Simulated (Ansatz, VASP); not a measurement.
This is a calculation of Ca for VASP 6.6.1.

Contents of POSCAR:

```
Ca
1.0
    0.0000000000      2.7942000000      2.7942000000
    2.7942000000      0.0000000000      2.7942000000
    2.7942000000      2.7942000000      0.0000000000
Ca
1
Direct
    0.0000000000      0.0000000000      0.0000000000
```

The input INCAR.step1:

```
SYSTEM = Ca
  ALGO = Normal
  EDIFF = 1E-4
  ENCUT = 520
  GGA = PE
  ISMEAR = -1
  LASPH = .TRUE.
  LCHARG = .FALSE.
  LREAL = .FALSE.
  LWAVE = .TRUE.
  NBANDS = 11
  NELM = 80
  PREC = Accurate
  SIGMA = 0.05
```

The input INCAR.step2:

```
SYSTEM = Ca
  ALGO = Normal
  EDIFF = 1E-6
  ENCUT = 520
  ISIF = 2
  ISMEAR = -1
  ISTART = 1
  LASPH = .TRUE.
  LCHARG = .FALSE.
  LMIXTAU = .TRUE.
  LREAL = .FALSE.
  LWAVE = .FALSE.
  METAGGA = R2SCAN
  NBANDS = 11
  NELM = 80
  PREC = Accurate
  SIGMA = 0.05
```

The input KPOINTS:

```
k-points
0
G
  8 8 8
  0 0 0
```

Potentials or basis: VASP PAW PBE potentials, release 64 (Ca_sv).

Run with:

```bash
$ cat potpaw_PBE.64/Ca_sv/POTCAR > POTCAR
$ cp INCAR.step1 INCAR
$ mpirun -np 1 vasp_std > vasp.out
$ cp INCAR.step2 INCAR
$ mpirun -np 1 vasp_std > vasp.out
```

Problem. Translate it to Ansatz 0.2.0. Potentials there: Ansatz PAW.

Solution. As run (the cutoff follows the program's own potentials):

The input input.yaml:

```yaml
crystal:
  lattice:
    - [0.0, 2.7942, 2.7942]
    - [2.7942, 0.0, 2.7942]
    - [2.7942, 2.7942, 0.0]
  atoms:
    - { symbol: Ca, position: [0.0, 0.0, 0.0] }
hamiltonian:
  xc: r2scan
  pseudopotentials: { kind: paw }
kpoints:
  mp_grid: { grid: [8, 8, 8] }
scf:
  occupations: { method: fermi_dirac, width: 0.05 }
output:
  forces: true
  stress: true
  eigenvalues: true
```

Potentials or basis: Ansatz PAW.

Run with:

```sh
$ ansatz run input.yaml --threads 2 --pin off --max-ram 5632MiB --backend cpu --events-out ev --progress --plain --runs-dir out
```

Both were run:

|  | VASP | Ansatz | Ansatz less VASP |
| --- | --- | --- | --- |
| gap on the k mesh at the Fermi level (eV) | none | none | - |
| pressure (GPa) | -0.1 | -0.2 | -0.04 |

VASP's potentials were made for PBE, not for r2SCAN. A gap of «none» marks a metal or a gap that the smearing closes. The functional is the same, so the differences come from potentials, cutoffs and numerics.
